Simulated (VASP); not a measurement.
A run of VASP 6.6.1:

The input INCAR:

```
SYSTEM = CdS
PREC = Accurate
ENCUT = 520
EDIFF = 1E-6
ISMEAR = 1
SIGMA = 0.05
LREAL = .FALSE.
LASPH = .TRUE.
NELM = 150
ALGO = Normal
ISIF = 2
LWAVE = .FALSE.
LCHARG = .TRUE.
MAGMOM = 0.5 0 0 -0.5 0 0 0 0 0 0 0 0
LORBIT = 11
LSORBIT = .TRUE.
GGA_COMPAT = .FALSE.
LORBMOM = .TRUE.
GGA = PE
IVDW = 13
LVHAR = .TRUE.
NBANDS = 50
```

The input KPOINTS:

```
regular mesh
0
G
  5 5 3
  0 0 0
```

Contents of POSCAR:

```
CdS
1.0
    3.9768784814      0.0000000000      0.0000000000
   -1.9884392407      3.4440777926      0.0000000000
    0.0000000000      0.0000000000      6.4559591154
Cd S
2 2
Direct
    0.6666666667      0.3333333333      0.5000000000
    0.3333333333      0.6666666667      0.0000000000
    0.6666666667      0.3333333333      0.8750000000
    0.3333333333      0.6666666667      0.3750000000
```

Potentials or basis: VASP PAW PBE potentials, release 64 (Cd, S).

Launch:

```console
$ cat potpaw_PBE.64/Cd/POTCAR potpaw_PBE.64/S/POTCAR > POTCAR
$ mpirun -np 1 vasp_ncl > vasp.out
```

Hardware: 1 thread of Intel(R) Xeon(R) 6975P-C (Granite Rapids), with other jobs on the host.

Question: Estimate the wall time of this run.

Answer: Run time: 2.7 min on 1 thread of Intel(R) Xeon(R) 6975P-C (Granite Rapids) (shared host), peak memory 0.44 GiB. Counts: scf iterations 14, k points 27.
